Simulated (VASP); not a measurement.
# GaN (F-43m) in VASP: a series of runs

Runs on GaN. Level: r2SCAN. Tasks: relaxation of cell and atoms.

All numbers are computed with VASP 6.6.1; they aren't measurements. Logs are shortened: lines on timing, memory, paths and dates and some standing lists are left out, and cuts for length are marked.

## (1) The cell of the first run

It takes space group F-43m (No. 216, cubic). The conventional cell has a = 4.498 Å, b = 4.498 Å, c = 4.498 Å, α = 90.00°, β = 90.00°, γ = 90.00°. Ga (site symmetry -43m) has 4 N at 1.95 Å within 2.6 Å. Within 2.6 Å of N (site symmetry -43m) lie 4 Ga at 1.95 Å.

## (2) Relaxation of cell and atoms, r2SCAN, target pressure 4 GPa, at which the enthalpy is minimised

POSCAR

```
GaN
1.0
    0.0000000000      2.2489448523      2.2489448523
    2.2489448523      0.0000000000      2.2489448523
    2.2489448523      2.2489448523      0.0000000000
Ga N
1 1
Direct
    0.0000000000      0.0000000000      0.0000000000
    0.2500000000      0.2500000000      0.2500000000
```

INCAR.step1

```
SYSTEM = GaN
  PREC = Accurate
  ENCUT = 600
  ISMEAR = 0
  SIGMA = 0.01
  LREAL = .FALSE.
  LASPH = .TRUE.
  NELM = 100
  GGA = PE
  ALGO = Normal
  EDIFF = 1E-4
  LWAVE = .TRUE.
  LCHARG = .FALSE.
```

INCAR.step2

```
SYSTEM = GaN
  PREC = Accurate
  ENCUT = 600
  EDIFF = 1E-6
  ISMEAR = 0
  SIGMA = 0.01
  LREAL = .FALSE.
  LASPH = .TRUE.
  NELM = 100
  ALGO = Normal
  ISIF = 3
  LWAVE = .FALSE.
  LCHARG = .FALSE.
  METAGGA = R2SCAN
  LMIXTAU = .TRUE.
  IBRION = 2
  NSW = 100
  EDIFFG = -0.002
  PSTRESS = 40.0
  ISTART = 1
```

KPOINTS

```
Automatic mesh
0
G
  10 10 10
  0 0 0
```

Potentials or basis: VASP PAW PBE potentials, release 64 (Ga_d, N).

Run with:

```bash
cat potpaw_PBE.64/Ga_d/POTCAR potpaw_PBE.64/N/POTCAR > POTCAR
cp INCAR.step1 INCAR
mpirun -np 1 vasp_std > vasp.out
cp INCAR.step2 INCAR
mpirun -np 1 vasp_std > vasp.out
```

OUTCAR:

```text
SYSTEM = GaN
   PREC = Accurate
   ENCUT = 600
   EDIFF = 1E-6
   ISMEAR = 0
   LREAL = .FALSE.
   LASPH = .TRUE.
   NELM = 100
   ISIF = 3
   METAGGA = R2SCAN
   IBRION = 2
   NSW = 100
   EDIFFG = -0.002
   PSTRESS = 40.0
   ISTART = 1

 ion  position               nearest neighbor table
   1  0.000  0.000  0.000-   2 1.95   2 1.95   2 1.95   2 1.95
   2  0.250  0.250  0.250-   1 1.95   1 1.95   1 1.95   1 1.95

  LATTYP: Found a face centered cubic cell.
 ALAT       =     4.4978897046

  Lattice vectors:

 A1 = (   0.0000000000,   2.2489448523,   2.2489448523)
 A2 = (   2.2489448523,   0.0000000000,   2.2489448523)
 A3 = (   2.2489448523,   2.2489448523,   0.0000000000)

Analysis of symmetry for initial positions (statically):
=====================================================================
 Subroutine PRICEL returns:
 Original cell was already a primitive cell.

 Routine SETGRP: Setting up the symmetry group for a
 face centered cubic supercell.

 Subroutine GETGRP returns: Found 24 space group operations
 (whereof 24 operations were pure point group operations)
 out of a pool of 48 trial point group operations.

The static configuration has the point symmetry T_d .

Analysis of symmetry for dynamics (positions and initial velocities):
=====================================================================
 Subroutine PRICEL returns:
 Original cell was already a primitive cell.

 Routine SETGRP: Setting up the symmetry group for a
 face centered cubic supercell.

 Subroutine GETGRP returns: Found 24 space group operations
 (whereof 24 operations were pure point group operations)
 out of a pool of 48 trial point group operations.

The dynamic configuration has the point symmetry T_d .

 Subroutine INISYM returns: Found 24 space group operations
 (whereof 24 operations are pure point group operations),
 and found     1 'primitive' translations

----------------------------------------------------------------------------------------

                                     Primitive cell

  volume of cell :      22.7492

  direct lattice vectors                    reciprocal lattice vectors
     0.000000000  2.248944852  2.248944852    -0.222326483  0.222326483  0.222326483
     2.248944852  0.000000000  2.248944852     0.222326483 -0.222326483  0.222326483
     2.248944852  2.248944852  0.000000000     0.222326483  0.222326483 -0.222326483

  length of vectors
     3.180488311  3.180488311  3.180488311     0.385080765  0.385080765  0.385080765

[... 101 lines left out ...]
  volume/ion in A,a.u.               =      11.37        76.76
  Fermi-wavevector in a.u.,A,eV,Ry     =   1.514178  2.861381 31.194544  2.292734
  Thomas-Fermi vector in A             =   2.623870
   LORBIT       =      0    0 simple, 1 ext, 2 COOP (PROOUT), +10 PAW based schemes
   METAGGA = R2SCAN    functional components
   LHFCALC =     F    Hartree Fock is set to
   AEXX    =    0.0000 exact exchange contribution
   IVDW    =     0    specifies the selected vdW correction
   LEPSILON=     F    determine dielectric tensor
   LRPA    =     F    only Hartree local field effects (RPA)
 conjugate gradient relaxation of ions
 non-spin polarized calculation
 Gauss-broadening in eV      SIGMA  =   0.01
  energy-cutoff  :      600.00
  volume of cell :       22.75
 maximum number of plane-waves:       769
 NGX is ok and might be reduce to    28
   NGX = 13   NGY = 13   NGZ = 13

--------------------------------------- Ionic step        1  -------------------------------------------

 number of electron      18.0000005 magnetization

 Free energy of the ion-electron system (eV)
  ---------------------------------------------------
  ext. energy  EPLUGINS =         0.00000000
  ---------------------------------------------------
  free energy    TOTEN  =       -21.89759008 eV

  energy without entropy =      -21.89759008  energy(sigma->0) =      -21.89759008

------------------------ aborting loop because EDIFF is reached ----------------------------------------

  FORCE on cell =-STRESS in cart. coord.  units (eV):
  Direction    XX          YY          ZZ          XY          YZ          ZX
  --------------------------------------------------------------------------------------
  -------------------------------------------------------------------------------------
  Total        0.1719193      0.1719193      0.1719193     -0.0000000      0.0000000     -0.0000000
  in kB       12.1078962     12.1078962     12.1078962     -0.0000000      0.0000000     -0.0000000
  external PRESSURE =     -27.8921038 kB  Pullay stress =      40.0000000 kB
[... 215 lines left out ...]
--------------------------------------- Ionic step        7  -------------------------------------------

 number of electron      18.0000003 magnetization

 Free energy of the ion-electron system (eV)
  ---------------------------------------------------
  ext. energy  EPLUGINS =         0.00000000
  ---------------------------------------------------
  free energy    TOTEN  =       -21.89266973 eV

  energy without entropy =      -21.89266973  energy(sigma->0) =      -21.89266973

 E-fermi :   5.3192     XC(G=0): -12.7517

 val. band max:        5.2337490731   @ k =   0.0000   0.0000   0.0000
 cond. band min:       7.4853291570   @ k =   0.0000   0.0000   0.0000
 fundamental gap:      2.2515800839
 Fermi energy:         5.3191751918

 k-point     1 :       0.0000    0.0000    0.0000
  band No.  band energies     occupation
      1     -11.6699      2.00000
      2      -8.6144      2.00000
      3      -8.6144      2.00000
      4      -8.6144      2.00000
      5      -8.2417      2.00000
      6      -8.2417      2.00000
      7       5.2337      2.00000
      8       5.2337      2.00000
      9       5.2337      2.00000
     10       7.4853      0.00000
     11      16.3684      0.00000
     12      16.3684      0.00000
     13      16.3684      0.00000
[... 354 lines left out ...]
  band No.  band energies     occupation
      1     -10.5628      2.00000
      2      -8.4559      2.00000
      3      -8.3649      2.00000
      4      -8.3619      2.00000
      5      -8.1764      2.00000
      6      -7.4355      2.00000
      7       0.0633      2.00000
      8       2.6396      2.00000
      9       2.9647      2.00000
     10      10.1889      0.00000
     11      13.1457      0.00000
     12      16.8890      0.00000
     13      19.1502      0.00000

 [... further k-points ...]

------------------------ aborting loop because EDIFF is reached ----------------------------------------

  FORCE on cell =-STRESS in cart. coord.  units (eV):
  Direction    XX          YY          ZZ          XY          YZ          ZX
  --------------------------------------------------------------------------------------
  -------------------------------------------------------------------------------------
  Total        0.5598854      0.5598854      0.5598854      0.0000000      0.0000000      0.0000000
  in kB       39.9774845     39.9774845     39.9774845      0.0000000      0.0000000      0.0000000
  external PRESSURE =      -0.0225155 kB  Pullay stress =      40.0000000 kB
[... 21 lines left out ...]
  energy  without entropy=      -21.8926697350  energy(sigma->0) =      -21.89266973

  enthalpy is  TOTEN    =       -21.3324690330 eV   P V=        0.5602007020

 reached required accuracy - stopping structural energy minimisation
```

Wall time 9.8 min (1 thread of Intel Xeon 8259CL, shared host); peak memory 0.19 GiB.

What came out:

```yaml
Free_energy: -21.8927 eV
Relaxed_volume: 11.22 Å³/atom
Relaxed_cell: a = 3.166 Å, b = 3.166 Å, c = 3.166 Å, α = 60.00°, β = 60.00°, γ = 60.00°
Space_group_after_relaxing_to_0.1_Å: F-43m (No. 216)
Energy_change_on_relaxing_the_run_minimises_the_enthalpy: +2.5 meV/atom
Ionic_steps: 7
Pressure_after_relaxing: 4.0 GPa
Band_gap_on_the_k_mesh: 2.25 eV
```

Step by step:
```tsv
step	energy change (eV)	largest force (eV/Å)	pressure (GPa)	volume (Å³)
1	0.0000	0.0000	1.21	22.75
2	0.0166	0.0000	7.81	22.10
3	0.0054	0.0000	4.18	22.42
4	0.0049	0.0000	3.96	22.44
5	0.0051	0.0000	4.05	22.43
6	0.0048	0.0000	3.96	22.44
7	0.0049	0.0000	4.00	22.44
```

Final structure:
```
Ga N
1.0
     0.00000    2.23866    2.23866
     2.23866    0.00000    2.23866
     2.23866    2.23866    0.00000
Ga N
1 1
Cartesian
  0.0000 0.0000 0.0000
  1.1193 1.1193 1.1193
```

Levels at points of the mesh, in eV from the valence-band top:
```tsv
k point	band 7	band 8	band 9	band 10	band 11	band 12
(0.00, 0.00, 0.00)	0.00	0.00	0.00	2.25	11.13	11.13
(0.50, 0.00, 0.00)	-7.29	-1.02	-1.02	5.30	9.55	11.11
(0.50, 0.50, 0.00)	-6.30	-2.85	-2.85	3.77	7.36	12.73
```

Caveat: the cell is relaxed towards a set pressure, so the run minimises the enthalpy, not the energy; the PAW data sets were made with another functional, which shifts forces and pressure a little.

## (3) Relaxation of cell and atoms, r2SCAN, target pressure 7 GPa, at which the enthalpy is minimised

POSCAR is that of step 2.

INCAR.step1: that of step 2 with these lines changed.

```diff
@@ -7,3 +7,3 @@
   LASPH = .TRUE.
-  NELM = 100
+  NELM = 80
   GGA = PE
```

INCAR.step2: that of step 2 with these lines changed.

```diff
@@ -8,3 +8,3 @@
   LASPH = .TRUE.
-  NELM = 100
+  NELM = 80
   ALGO = Normal
@@ -18,3 +18,3 @@
   EDIFFG = -0.002
-  PSTRESS = 40.0
+  PSTRESS = 70.0
   ISTART = 1
```

KPOINTS

```
regular mesh
0
G
  10 10 10
  0 0 0
```

Potentials or basis: VASP PAW PBE potentials, release 64 (Ga_d, N).

Run with:

```bash
cat potpaw_PBE.64/Ga_d/POTCAR potpaw_PBE.64/N/POTCAR > POTCAR
cp INCAR.step1 INCAR
mpirun -np 1 vasp_std > vasp.out
cp INCAR.step2 INCAR
mpirun -np 1 vasp_std > vasp.out
```

OUTCAR:

```text
SYSTEM = GaN
   PREC = Accurate
   ENCUT = 600
   EDIFF = 1E-6
   ISMEAR = 0
   LREAL = .FALSE.
   LASPH = .TRUE.
   NELM = 80
   ISIF = 3
   METAGGA = R2SCAN
   IBRION = 2
   NSW = 100
   EDIFFG = -0.002
   PSTRESS = 70.0
   ISTART = 1

 ion  position               nearest neighbor table
   1  0.000  0.000  0.000-   2 1.95   2 1.95   2 1.95   2 1.95
   2  0.250  0.250  0.250-   1 1.95   1 1.95   1 1.95   1 1.95

  LATTYP: Found a face centered cubic cell.
 ALAT       =     4.4978897046

  Lattice vectors:

 A1 = (   0.0000000000,   2.2489448523,   2.2489448523)
 A2 = (   2.2489448523,   0.0000000000,   2.2489448523)
 A3 = (   2.2489448523,   2.2489448523,   0.0000000000)

Analysis of symmetry for initial positions (statically):
=====================================================================
 Subroutine PRICEL returns:
 Original cell was already a primitive cell.
[... 269 lines left out ...]
      3      -8.4731      2.00000
      4      -8.4731      2.00000
      5      -8.0843      2.00000
      6      -8.0843      2.00000
      7       5.3893      2.00000
      8       5.3893      2.00000
      9       5.3893      2.00000
     10       7.7330      0.00000
     11      16.6150      0.00000
     12      16.6150      0.00000
     13      16.6150      0.00000
[... 354 lines left out ...]
  band No.  band energies     occupation
      1     -10.4873      2.00000
      2      -8.3114      2.00000
      3      -8.2132      2.00000
      4      -8.2103      2.00000
      5      -8.0165      2.00000
      6      -7.2905      2.00000
      7       0.1845      2.00000
      8       2.7505      2.00000
      9       3.0795      2.00000
     10      10.3684      0.00000
     11      13.4059      0.00000
     12      17.1270      0.00000
     13      19.4356      0.00000

 [... further k-points ...]

------------------------ aborting loop because EDIFF is reached ----------------------------------------

  FORCE on cell =-STRESS in cart. coord.  units (eV):
  Direction    XX          YY          ZZ          XY          YZ          ZX
  --------------------------------------------------------------------------------------
  -------------------------------------------------------------------------------------
  Total        0.9688505      0.9688505      0.9688505      0.0000000     -0.0000000      0.0000000
  in kB       70.1444837     70.1444837     70.1444837      0.0000000     -0.0000000      0.0000000
  external PRESSURE =       0.1444837 kB  Pullay stress =      70.0000000 kB
[... 21 lines left out ...]
  energy  without entropy=      -21.8821482043  energy(sigma->0) =      -21.88214820

  enthalpy is  TOTEN    =       -20.9152933879 eV   P V=        0.9668548163

 reached required accuracy - stopping structural energy minimisation
```

OSZICAR.step1:

```text
N       E                     dE             d eps       ncg     rms          rms(c)
DAV:   1     0.890364911154E+02    0.89036E+02   -0.10553E+04  1310   0.265E+03
DAV:   2    -0.664146185597E+01   -0.95678E+02   -0.88873E+02  1372   0.374E+02
DAV:   3    -0.140274604471E+02   -0.73860E+01   -0.73376E+01  1392   0.943E+01
DAV:   4    -0.141484847288E+02   -0.12102E+00   -0.12096E+00  1440   0.130E+01
DAV:   5    -0.141503450529E+02   -0.18603E-02   -0.18603E-02  1362   0.146E+00    0.773E+00
DAV:   6    -0.121331713555E+02    0.20172E+01   -0.59816E+00  1883   0.497E+01    0.264E+00
DAV:   7    -0.121468365773E+02   -0.13665E-01   -0.37356E-01  1232   0.825E+00    0.176E+00
DAV:   8    -0.121443266080E+02    0.25100E-02   -0.68176E-02  1383   0.462E+00    0.757E-01
DAV:   9    -0.121394537742E+02    0.48728E-02   -0.21832E-02  1853   0.392E+00    0.183E-01
DAV:  10    -0.121397406655E+02   -0.28689E-03   -0.18280E-03  1415   0.722E-01    0.631E-02
DAV:  11    -0.121396746157E+02    0.66050E-04   -0.26910E-04  1092   0.313E-01
   1 F= -.12139675E+02 E0= -.12139675E+02  d E =-.118936E-82
```

Wall time 5.2 min (1 thread of Intel Xeon 8259CL, shared host); peak memory 0.18 GiB.

Results:

```
Free energy                                                : -21.8821 eV
Relaxed volume                                             : 11.06 Å³/atom
Relaxed cell                                               : a = 3.151 Å, b = 3.151 Å, c = 3.151 Å, α = 60.00°, β = 60.00°, γ = 60.00°
Space group after relaxing (to 0.1 Å)                      : F-43m (No. 216)
Energy change on relaxing (the run minimises the enthalpy) : +7.7 meV/atom
Ionic steps                                                : 3
Pressure after relaxing                                    : 7.0 GPa
Band gap on the k mesh                                     : 2.34 eV
```

Step by step:
| step | energy change (eV) | largest force (eV/Å) | pressure (GPa) | volume (Å³) |
| --- | --- | --- | --- | --- |
| 1 | 0.0000 | 0.0000 | 1.21 | 22.75 |
| 2 | 0.0628 | 0.0000 | 14.71 | 21.42 |
| 3 | 0.0154 | 0.0000 | 7.01 | 22.13 |

Final structure:
```xyz
2
Lattice="0.0000 2.2283 2.2283 2.2283 0.0000 2.2283 2.2283 2.2283 0.0000" Properties=species:S:1:pos:R:3 pbc="T T T"
Ga    0.0000    0.0000    0.0000
N     1.1142    1.1142    1.1142
```

Levels at points of the mesh, in eV from the valence-band top:
```
           k point  band 5  band 6  band 7  band 8  band 9  band 10  band 11  band 12  band 13
(0.00, 0.00, 0.00)  -13.47  -13.47    0.00    0.00    0.00     2.34    11.23    11.23    11.23
(0.50, 0.00, 0.00)  -13.42  -12.34   -7.39   -1.04   -1.04     5.40     9.62    11.18    11.18
(0.50, 0.50, 0.00)  -13.39  -11.96   -6.36   -2.91   -2.91     3.78     7.45    12.84    15.32
```

Caveat: the cell is relaxed towards a set pressure, so the run minimises the enthalpy, not the energy; the PAW data sets were made with another functional, which shifts forces and pressure a little.

## (4) Relaxation of cell and atoms, r2SCAN, target pressure 10 GPa, at which the enthalpy is minimised

POSCAR is that of step 3.

INCAR.step1

```
SYSTEM = GaN
ALGO = Normal
EDIFF = 1E-4
ENCUT = 600
GGA = PE
ISMEAR = 0
LASPH = .True.
LCHARG = .False.
LREAL = .False.
LWAVE = .True.
NELM = 100
PREC = Accurate
SIGMA = 0.01
```

INCAR.step2

```
SYSTEM = GaN
ALGO = Normal
EDIFF = 1E-6
EDIFFG = -0.002
ENCUT = 600
IBRION = 2
ISIF = 3
ISMEAR = 0
ISTART = 1
LASPH = .True.
LCHARG = .False.
LMIXTAU = .True.
LREAL = .False.
LWAVE = .False.
METAGGA = R2SCAN
NELM = 100
NSW = 100
PREC = Accurate
PSTRESS = 100.0
SIGMA = 0.01
```

KPOINTS

```
k-points
0
Gamma
  10 10 10
  0 0 0
```

Run with:

```bash
cat potpaw_PBE.64/Ga_d/POTCAR potpaw_PBE.64/N/POTCAR > POTCAR
cp INCAR.step1 INCAR
mpirun -np 1 vasp_std > vasp.out
cp INCAR.step2 INCAR
mpirun -np 1 vasp_std > vasp.out
```

Wall time 8.6 min (1 thread of Intel Xeon 8259CL, shared host); peak memory 0.19 GiB.

Results (log left out):

- Free energy: -21.8669 eV
- Relaxed volume: 10.92 Å³/atom
- Relaxed cell: a = 3.138 Å, b = 3.138 Å, c = 3.138 Å, α = 60.00°, β = 60.00°, γ = 60.00°
- Space group after relaxing (to 0.1 Å): F-43m (No. 216)
- Energy change on relaxing (the run minimises the enthalpy): +15.3 meV/atom
- Ionic steps: 9
- Pressure after relaxing: 10.0 GPa
- Band gap on the k mesh: 2.43 eV

Step by step:
```tsv
step	energy change (eV)	largest force (eV/Å)	pressure (GPa)	volume (Å³)
1	0.0000	0.0000	1.21	22.75
2	0.1415	0.0000	23.34	20.76
3	0.0303	0.0000	9.92	21.85
4	0.0314	0.0000	10.15	21.83
5	0.0296	0.0000	9.74	21.86
6	0.0307	0.0000	10.04	21.84
7	0.0306	0.0000	9.90	21.84
8	0.0307	0.0000	9.92	21.84
9	0.0307	0.0000	10.01	21.84
```

Final structure:
```xyz
2
Lattice="0.0000 2.2186 2.2186 2.2186 0.0000 2.2186 2.2186 2.2186 0.0000" Properties=species:S:1:pos:R:3 pbc="T T T"
Ga    0.0000    0.0000    0.0000
N     1.1093    1.1093    1.1093
```

Levels at points of the mesh, in eV from the valence-band top:
| k point | band 7 | band 8 | band 9 | band 10 | band 11 | band 12 |
| --- | --- | --- | --- | --- | --- | --- |
| (0.00, 0.00, 0.00) | 0.00 | 0.00 | 0.00 | 2.43 | 11.31 | 11.31 |
| (0.50, 0.00, 0.00) | -7.48 | -1.06 | -1.06 | 5.50 | 9.69 | 11.25 |
| (0.50, 0.50, 0.00) | -6.42 | -2.96 | -2.96 | 3.79 | 7.53 | 12.95 |

Caveat: the cell is relaxed towards a set pressure, so the run minimises the enthalpy, not the energy; the PAW data sets were made with another functional, which shifts forces and pressure a little.

## (5) The runs side by side

```tsv
cell	gap on the mesh (eV)	pressure (GPa)
relaxed to 4 GPa	2.25	4.0
relaxed to 7 GPa	2.34	7.0
relaxed to 10 GPa	2.43	10.0
```

Alike in all rows: task relaxation of cell and atoms; level r2SCAN; potentials or basis VASP PAW PBE potentials, release 64 (Ga_d, N); no spin polarisation; k mesh 10 × 10 × 10; cutoff (eV) 600; smearing gaussian 0.01 eV.

Caveats: the cell is relaxed towards a set pressure, so the run minimises the enthalpy, not the energy; the PAW data sets were made with another functional, which shifts forces and pressure a little.

Absolute energies hang on the potentials; compare differences alone.
